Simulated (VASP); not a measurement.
# Sn3As (Pm-3m) in VASP: notebook

Sn3As is run at these levels: PBE; tasks: single point, relaxation of cell and atoms.

All numbers are computed with VASP 6.6.1; they aren't measurements. Logs are shortened: lines on timing, memory, paths and dates and some standing lists are left out, and cuts for length are marked.

## Step 1: The cell of the first run

It takes space group Pm-3m (No. 221, cubic). Conventional cell: a = 4.674 Å, b = 4.674 Å, c = 4.674 Å, α = 90.00°, β = 90.00°, γ = 90.00°. Within 4.3 Å of Sn (site symmetry 4/mmm) lie 8 Sn at 3.30 Å and 4 As at 3.30 Å. As (site symmetry m-3m) has 12 Sn at 3.30 Å within 4.3 Å.

## Step 2: Single point, PBE

File INCAR:

```
SYSTEM = Sn3As
PREC     = Accurate       ! precision mode
ENCUT    = 520            ! plane-wave cutoff, eV
EDIFF    = 1E-6           ! SCF threshold, eV
ISMEAR   = 0              ! smearing method
SIGMA    = 0.1            ! smearing width, eV
LREAL    = .FALSE.        ! projectors in reciprocal space
LASPH    = .TRUE.         ! aspherical terms in the spheres
NELM     = 100            ! most SCF steps
ALGO     = Normal         ! electronic algorithm
ISIF     = 2              ! what is computed and relaxed
LWAVE    = .FALSE.        ! write WAVECAR
LCHARG   = .FALSE.        ! write CHGCAR
GGA      = PE             ! functional
NBANDS   = 32             ! bands
```

File KPOINTS:

```
regular mesh
0
G
  4 4 4
  0 0 0
```

File POSCAR:

```
Sn3As
1.0
    4.6738402335      0.0000000000      0.0000000000
    0.0000000000      4.6738402335      0.0000000000
    0.0000000000      0.0000000000      4.6738402335
Sn As
3 1
Direct
    0.0000000000      0.5000000000      0.5000000000
    0.5000000000      0.0000000000      0.5000000000
    0.5000000000      0.5000000000      0.0000000000
    0.0000000000      0.0000000000      0.0000000000
```

Potentials or basis: VASP PAW PBE potentials, release 64 (Sn_d, As).

Launch:

```
> cat potpaw_PBE.64/Sn_d/POTCAR potpaw_PBE.64/As/POTCAR > POTCAR
> mpirun -np 1 vasp_std > vasp.out
```

OUTCAR:

```text
SYSTEM = Sn3As
   PREC = Accurate
   ENCUT = 520
   EDIFF = 1E-6
   ISMEAR = 0
   LREAL = .FALSE.
   LASPH = .TRUE.
   NELM = 100
   ISIF = 2
   GGA = PE

 ion  position               nearest neighbor table
   1  0.000  0.500  0.500-   2 3.30   3 3.30   4 3.30   3 3.30   4 3.30   2 3.30   4 3.30   4 3.30
                             2 3.30   3 3.30   3 3.30   2 3.30
   2  0.500  0.000  0.500-   1 3.30   3 3.30   4 3.30   3 3.30   4 3.30   1 3.30   3 3.30   3 3.30
                             1 3.30   4 3.30   4 3.30   1 3.30
   3  0.500  0.500  0.000-   1 3.30   2 3.30   4 3.30   1 3.30   2 3.30   2 3.30   4 3.30   2 3.30
                             1 3.30   4 3.30   1 3.30   4 3.30
   4  0.000  0.000  0.000-   1 3.30   2 3.30   3 3.30   1 3.30   2 3.30   1 3.30   3 3.30   1 3.30
                             2 3.30   3 3.30   2 3.30   3 3.30

  LATTYP: Found a simple cubic cell.
 ALAT       =     4.6738402335

  Lattice vectors:

 A1 = (   4.6738402335,   0.0000000000,   0.0000000000)
 A2 = (   0.0000000000,   4.6738402335,   0.0000000000)
 A3 = (   0.0000000000,   0.0000000000,   4.6738402335)

Analysis of symmetry for initial positions (statically):
=====================================================================
 Subroutine PRICEL returns:
 Original cell was already a primitive cell.

 Routine SETGRP: Setting up the symmetry group for a
 simple cubic supercell.

 Subroutine GETGRP returns: Found 48 space group operations
 (whereof 48 operations were pure point group operations)
 out of a pool of 48 trial point group operations.

The static configuration has the point symmetry O_h .

Analysis of symmetry for dynamics (positions and initial velocities):
=====================================================================
 Subroutine PRICEL returns:
 Original cell was already a primitive cell.

 Routine SETGRP: Setting up the symmetry group for a
 simple cubic supercell.

 Subroutine GETGRP returns: Found 48 space group operations
 (whereof 48 operations were pure point group operations)
 out of a pool of 48 trial point group operations.

The dynamic configuration has the point symmetry O_h .

 Subroutine INISYM returns: Found 48 space group operations
 (whereof 48 operations are pure point group operations),
 and found     1 'primitive' translations

----------------------------------------------------------------------------------------

                                     Primitive cell

  volume of cell :     102.0990

  direct lattice vectors                    reciprocal lattice vectors
     4.673840233  0.000000000  0.000000000     0.213956821  0.000000000  0.000000000
[... 80 lines left out ...]
   NFREE  =      0    steps in history (QN), initial steepest desc. (CG)
   ISIF   =      2    stress and relaxation
   ISYM   =      2    0-nonsym 1-usesym 2-fastsym
   POTIM  = 0.5000    time-step for ionic-motion
   TEBEG  =    0.0;   TEEND  =   0.0 temperature during run
   PSTRESS=    0.0 pullay stress
   NELECT =      47.0000    total number of electrons
   NUPDOWN=      -1.0000    fix difference up-down
   EMIN   =  10.00;   EMAX   =-10.00  energy-range for DOS
   EFERMI =   0.00;   METHOD = LEGACY
   ISMEAR =     0;   SIGMA  =   0.10  broadening in eV -4-tet -1-fermi 0-gaus
   EFERMI_NEDOS =   21; number of points for ismear=-14 and -15
   IALGO  =     38    algorithm
   IMIX   =      4    mixing-type and parameters
     AMIX     =   0.40;   BMIX     =  1.00
     AMIX_MAG =   1.60;   BMIX_MAG =  1.00
  volume/ion in A,a.u.               =      25.52       172.25
  Fermi-wavevector in a.u.,A,eV,Ry     =   1.264058  2.388723 21.739961  1.597842
  Thomas-Fermi vector in A             =   2.397383
   LORBIT       =      0    0 simple, 1 ext, 2 COOP (PROOUT), +10 PAW based schemes
   GGA     = PE    functional components
   LHFCALC =     F    Hartree Fock is set to
   AEXX    =    0.0000 exact exchange contribution
   IVDW    =     0    specifies the selected vdW correction
   LEPSILON=     F    determine dielectric tensor
   LRPA    =     F    only Hartree local field effects (RPA)
 non-spin polarized calculation
 Gauss-broadening in eV      SIGMA  =   0.10
  energy-cutoff  :      520.00
  volume of cell :      102.10
 maximum number of plane-waves:      2800
 NGX is ok and might be reduce to    36
   NGX = 17   NGY = 17   NGZ = 17

 number of electron      46.9999949 magnetization

 Free energy of the ion-electron system (eV)
  ---------------------------------------------------
  ext. energy  EPLUGINS =         0.00000000
  ---------------------------------------------------
  free energy    TOTEN  =       -15.63599862 eV

  energy without entropy =      -15.62239963  energy(sigma->0) =      -15.62919912

 E-fermi :   7.7035     XC(G=0): -10.3718

 val. band max:        7.6175176607   @ k =   0.2500   0.0000   0.0000
 cond. band min:       7.7608663015   @ k =   0.5000   0.5000   0.0000
 fundamental gap:      0.1433486408
 Fermi energy:         7.7035467008

 k-point     1 :       0.0000    0.0000    0.0000
  band No.  band energies     occupation
      1     -14.1034      2.00000
      2     -14.1034      2.00000
      3     -14.1034      2.00000
      4     -14.0556      2.00000
      5     -14.0547      2.00000
      6     -14.0547      2.00000
[... 339 lines left out ...]
     31      14.1150      0.00000
     32      15.8146      0.00000

------------------------ aborting loop because EDIFF is reached ----------------------------------------

  FORCE on cell =-STRESS in cart. coord.  units (eV):
  Direction    XX          YY          ZZ          XY          YZ          ZX
  --------------------------------------------------------------------------------------
  -------------------------------------------------------------------------------------
  Total        0.0828984      0.0828984      0.0828984      0.0000000     -0.0000000      0.0000000
  in kB        1.3008736      1.3008736      1.3008736      0.0000000     -0.0000000      0.0000000
  external PRESSURE =       1.3008736 kB  Pullay stress =       0.0000000 kB

 VOLUME and BASIS-vectors are now :
 -----------------------------------------------------------------------------
  energy-cutoff  :      520.00
  volume of cell :      102.10
      direct lattice vectors                 reciprocal lattice vectors
     4.673840233  0.000000000  0.000000000     0.213956821  0.000000000  0.000000000
     0.000000000  4.673840233  0.000000000     0.000000000  0.213956821  0.000000000
     0.000000000  0.000000000  4.673840233     0.000000000  0.000000000  0.213956821

 POSITION                                       TOTAL-FORCE (eV/Angst)
 -----------------------------------------------------------------------------------
      0.00000      2.33692      2.33692         0.000000      0.000000      0.000000
      2.33692      0.00000      2.33692         0.000000      0.000000      0.000000
      2.33692      2.33692      0.00000         0.000000      0.000000      0.000000
      0.00000      0.00000      0.00000         0.000000      0.000000      0.000000
 -----------------------------------------------------------------------------------
    total drift:                                0.000000      0.000000      0.000000

  FREE ENERGIE OF THE ION-ELECTRON SYSTEM (eV)
  ---------------------------------------------------
  free  energy   TOTEN  =       -15.6359986193 eV

  energy  without entropy=      -15.6223996288  energy(sigma->0) =      -15.62919912
```

stdout:

```text
POSCAR found type information on POSCAR SnAs
 POSCAR found :  2 types and       4 ions
 scaLAPACK will be used
 LDA part: xc-table for (Slater+PW92), standard interpolation
 POSCAR, INCAR and KPOINTS ok, starting setup
 FFT: planning ... GRIDC
 FFT: planning ... GRID_SOFT
 FFT: planning ... GRID
 WAVECAR not read
 entering main loop
```

Wall time 30 s (1 thread of Intel Xeon 6975P-C, shared host); peak memory 0.2 GiB.

What came out:

- Free energy: -15.6360 eV
- Pressure: 0.1 GPa

Levels at points of the mesh, in eV from the Fermi level:
| k point | band 19 | band 20 | band 21 | band 22 | band 23 | band 24 | band 25 | band 26 | band 27 | band 28 |
| --- | --- | --- | --- | --- | --- | --- | --- | --- | --- | --- |
| (0.00, 0.00, 0.00) | -4.80 | -4.08 | -4.08 | -4.08 | 0.83 | 0.83 | 0.83 | 2.36 | 2.36 | 2.36 |
| (0.50, 0.00, 0.00) | -4.35 | -2.55 | -2.55 | -1.87 | -1.87 | -1.03 | -0.21 | 2.51 | 2.71 | 2.93 |
| (0.50, 0.50, 0.00) | -7.96 | -1.99 | -1.46 | -1.22 | -1.22 | -0.58 | 0.06 | 0.06 | 0.08 | 4.11 |
| (0.50, 0.50, 0.50) | -6.89 | -5.09 | -5.09 | -5.09 | -4.93 | 3.49 | 3.49 | 3.49 | 6.16 | 6.16 |

Caveat: spin-orbit coupling is left out, which moves the levels of the heavy elements.

## Step 3: Single point, PBE

This run uses another cell than the first one, of 25.87 Å³/atom, 1.013 times its volume.

File INCAR:

```
SYSTEM = Sn3As
PREC = Accurate
ENCUT = 520
EDIFF = 1E-6
ISMEAR = 0
SIGMA = 0.1
LREAL = .FALSE.
LASPH = .TRUE.
NELM = 60
ALGO = Fast
ISIF = 2
LWAVE = .FALSE.
LCHARG = .FALSE.
GGA = PE
NBANDS = 32
```

File KPOINTS:

```
regular mesh
0
G
  10 10 10
  0 0 0
```

File POSCAR:

```
Sn3As
1.0
    4.6946076447      0.0000000000      0.0000000000
    0.0000000000      4.6946076447      0.0000000000
    0.0000000000      0.0000000000      4.6946076447
Sn As
3 1
Direct
    0.0000000000      0.5000000000      0.5000000000
    0.5000000000      0.0000000000      0.5000000000
    0.5000000000      0.5000000000      0.0000000000
    0.0000000000      0.0000000000      0.0000000000
```

Potentials or basis: VASP PAW PBE potentials, release 64 (Sn_d, As).

Launch:

```
> cat potpaw_PBE.64/Sn_d/POTCAR potpaw_PBE.64/As/POTCAR > POTCAR
> mpirun -np 1 vasp_std > vasp.out
```

It took 1.8 min on 1 thread of Intel Xeon 6975P-C, shared host; peak memory 0.31 GiB.

It converged, with:

* Free energy: -15.6520 eV
* Pressure: 0.0 GPa

Levels at points of the mesh, in eV from the Fermi level:
```csv
k point,band 19,band 20,band 21,band 22,band 23,band 24,band 25,band 26,band 27,band 28
"(0.00, 0.00, 0.00)",-4.79,-3.99,-3.99,-3.99,0.85,0.85,0.85,2.38,2.38,2.38
"(0.50, 0.00, 0.00)",-4.36,-2.47,-2.47,-1.83,-1.83,-0.99,-0.13,2.46,2.67,2.93
"(0.50, 0.50, 0.00)",-7.87,-1.93,-1.38,-1.19,-1.19,-0.61,0.07,0.11,0.11,4.09
"(0.50, 0.50, 0.50)",-6.84,-4.97,-4.97,-4.97,-4.89,3.47,3.47,3.47,6.07,6.07
```

Caveat: spin-orbit coupling is left out, which moves the levels of the heavy elements.

## Step 4: Relaxation of cell and atoms, PBE

File INCAR:

```
SYSTEM = Sn3As
ALGO = Fast
EDIFF = 1E-7
EDIFFG = -0.01
ENCUT = 600
GGA = PE
IBRION = 2
ISIF = 3
ISMEAR = 0
LASPH = .TRUE.
LCHARG = .FALSE.
LREAL = .FALSE.
LWAVE = .FALSE.
NELM = 80
NSW = 100
PREC = Accurate
SIGMA = 0.1
```

File KPOINTS:

```
k-points
0
G
  10 10 10
  0 0 0
```

File POSCAR:

```
Sn3As
1.0
    4.6738402335      0.0000000000      0.0000000000
    0.0000000000      4.6738402335      0.0000000000
    0.0000000000      0.0000000000      4.6738402335
Sn As
3 1
Direct
    0.0000000000      0.5000000000      0.5000000000
    0.5000000000      0.0000000000      0.5000000000
    0.5000000000      0.5000000000      0.0000000000
    0.0000000000      0.0000000000      0.0000000000
```

Launch:

```
> cat potpaw_PBE.64/Sn_d/POTCAR potpaw_PBE.64/As/POTCAR > POTCAR
> mpirun -np 1 vasp_std > vasp.out
```

Run time: 6.2 min. Hardware: 1 thread of Intel Xeon 6975P-C, shared host; peak memory 0.37 GiB.

Results (log left out):

- Free energy: -15.6520 eV
- Relaxed volume: 25.86 Å³/atom
- Relaxed cell: a = 4.694 Å, b = 4.694 Å, c = 4.694 Å, α = 90.00°, β = 90.00°, γ = 90.00°
- Space group after relaxing (to 0.05 Å): Pm-3m (No. 221)
- Energy gained by relaxing: 0.7 meV/atom
- Ionic steps: 3
- Pressure after relaxing: 0.0 GPa

The path:
```tsv
step	energy change (eV)	largest force (eV/Å)	pressure (GPa)	volume (Å³)
1	0.0000	0.0000	0.72	102.10
2	-0.0028	0.0000	-0.20	103.80
3	-0.0030	0.0000	0.00	103.44
```

Final structure:
```yaml
crystal:
  lattice:
    - [4.69420, 0.00000, 0.00000]
    - [0.00000, 4.69420, 0.00000]
    - [0.00000, 0.00000, 4.69420]
  atoms:
    - { symbol: Sn, position: [0.00000, 0.50000, 0.50000] }
    - { symbol: Sn, position: [0.50000, 0.00000, 0.50000] }
    - { symbol: Sn, position: [0.50000, 0.50000, 0.00000] }
    - { symbol: As, position: [0.00000, 0.00000, 0.00000] }
```

Levels at points of the mesh, in eV from the Fermi level:
```
           k point  band 21  band 22  band 23  band 24  band 25  band 26
(0.00, 0.00, 0.00)    -3.99    -3.99     0.85     0.85     0.85     2.38
(0.50, 0.00, 0.00)    -2.47    -1.83    -1.83    -0.99    -0.13     2.46
(0.50, 0.50, 0.00)    -1.38    -1.19    -1.19    -0.61     0.07     0.11
(0.50, 0.50, 0.50)    -4.97    -4.97    -4.89     3.47     3.47     3.47
```

Caveat: spin-orbit coupling is left out, which moves the levels of the heavy elements.

## Step 5: Summary

```csv
task,cell,k mesh,cutoff (eV),gap on the mesh (eV),pressure (GPa)
single point,"a = 4.674 Å, 4 atoms",4 × 4 × 4,520,none,0.1
single point,"a = 4.695 Å, 4 atoms",10 × 10 × 10,520,none,0.0
relaxation of cell and atoms,"relaxed from a = 4.674 Å, 4 atoms",10 × 10 × 10,600,none,0.0
```

Alike in all rows: level PBE; potentials or basis VASP PAW PBE potentials, release 64 (Sn_d, As); no spin polarisation; smearing gaussian 0.1 eV.

Caveats: spin-orbit coupling is left out, which moves the levels of the heavy elements.

Absolute energies hang on the potentials; compare differences alone.
